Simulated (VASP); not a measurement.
A run of VASP 6.6.1 is set up as follows.

INCAR

```
ALGO = Normal
EDIFF = 1E-6
ENCUT = 520
GGA = PE
ISIF = 2
ISMEAR = 0
IVDW = 12
LASPH = T
LCHARG = F
LREAL = F
LWAVE = F
NBANDS = 35
NELM = 80
PREC = Accurate
SIGMA = 0.1
```

File KPOINTS:

```
k-points
0
Gamma
  6 6 2
```

Contents of POSCAR:

```
WSe2
1.0
    3.3655432766      0.0000000000      0.0000000000
   -1.6827716383      2.9146459750      0.0000000000
    0.0000000000      0.0000000000     12.9243575976
W Se
2 4
Direct
    0.6666666667      0.3333333333      0.2497827750
    0.3333333333      0.6666666667      0.7502172250
    0.3333333333      0.6666666667      0.3792579737
    0.6666666667      0.3333333333      0.8796916104
    0.3333333333      0.6666666667      0.1203083896
    0.6666666667      0.3333333333      0.6207420263
```

Potentials or basis: VASP PAW PBE potentials, release 64 (W_sv, Se).

Run with:

```console
$ cat potpaw_PBE.64/W_sv/POTCAR potpaw_PBE.64/Se/POTCAR > POTCAR
$ mpirun -np 1 vasp_std > vasp.out
```

**Question.** Estimate the dispersion energy per atom.

**Answer.** -0.446 eV.

**Question.** Estimate the largest force.

**Answer.** 0.256 eV/Å.

Stress tensor (GPa, compression positive):
```
-6.29  0.00  0.00
 0.00 -6.29  0.00
 0.00  0.00 -3.04
```

Caveat: the cell stands under tension.
